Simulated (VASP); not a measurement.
Ta3W:

```
Ta W
1.0
     4.62048    0.00000    0.00000
     2.31024    4.00145    0.00000
     2.31024    1.33382    3.77261
Ta W
3 1
Direct
  0.25000 0.25000 0.25000
  0.75000 0.75000 0.75000
  0.50000 0.50000 0.50000
  0.00000 0.00000 0.00000
```

```yaml
Program: VASP 6.6.1
Task: relaxation of volume and atoms at fixed shape
Functional: PBEsol
Potentials_or_basis: VASP PAW PBE potentials, release 64 (Ta_pv, W_sv)
Cutoff: 600 eV
k_mesh: 6 × 6 × 6
Occupations: gaussian, width 0.05 eV
Spin: no spin polarisation
```

At the start: pressure -4.5 GPa; volume 17.44 Å³/atom.

Task: Where does the relaxation end?

Result: Over 3 steps the energy falls by 4.7 meV/atom and the volume is 17.11 Å³/atom (-1.9 %); space group Fm-3m (No. 225, to 0.05 Å).

The path:
| step | energy change (eV) | largest force (eV/Å) | pressure (GPa) | volume (Å³) |
| --- | --- | --- | --- | --- |
| 1 | 0.0000 | 0.0000 | -4.49 | 69.75 |
| 2 | 0.1221 | 0.0000 | 13.35 | 64.93 |
| 3 | -0.0189 | 0.0000 | -0.11 | 68.45 |

Final structure:
```cif
data_structure
_symmetry_space_group_name_H-M 'P 1'
_symmetry_Int_Tables_number 1
_cell_length_a 4.5916
_cell_length_b 4.5916
_cell_length_c 4.5916
_cell_angle_alpha 60.000
_cell_angle_beta 60.000
_cell_angle_gamma 60.000
_cell_volume 68.45
loop_
_atom_site_label
_atom_site_type_symbol
_atom_site_fract_x
_atom_site_fract_y
_atom_site_fract_z
_atom_site_occupancy
Ta1 Ta 0.25000 0.25000 0.25000 1
Ta2 Ta 0.75000 0.75000 0.75000 1
Ta3 Ta 0.50000 0.50000 0.50000 1
W1 W 0.00000 0.00000 0.00000 1
```

Caveat: the PAW data sets were made with another functional, which shifts forces and pressure a little.
